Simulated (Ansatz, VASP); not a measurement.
# SrTe: VASP beside Ansatz

```
Sr Te
1.0
     0.00000    3.35094    3.35094
     3.35094    0.00000    3.35094
     3.35094    3.35094    0.00000
Sr Te
1 1
Cartesian
  3.3509 3.3509 3.3509
  0.0000 0.0000 0.0000
```

Alike in both runs: task relaxation of cell and atoms; functional r2SCAN; k mesh 8 × 8 × 8; occupations gaussian, width 0.02 eV; no spin polarisation.

|  | VASP | Ansatz |
| --- | --- | --- |
| version | VASP 6.6.1 | Ansatz 0.2.0 |
| potentials or method | VASP PAW PBE potentials, release 64 (Sr_sv, Te), cutoff 550 eV | scalar-relativistic, plane waves, PAW |
| valence electrons in the cell | 16 | 26 |

VASP gave:

```
gap on the k mesh at the Fermi level, each at its own relaxed structure (eV) : 2.15
relaxed volume (Å³/atom)                                                     : 37.83
relaxed cell length with the largest relative difference (Å)                 : 4.748
```

Question: What did Ansatz give for the same quantities?

Answer: gap on the k mesh at the Fermi level, each at its own relaxed structure (eV): 2.17; relaxed volume (Å³/atom): 37.63; relaxed cell length with the largest relative difference (Å): 4.739.

VASP's potentials were made for PBE, not for r2SCAN. VASP's potentials hold 16 valence electrons a cell and Ansatz's 26, so a difference there can come from the potentials and not from the codes.

Neither program's run includes spin-orbit coupling.
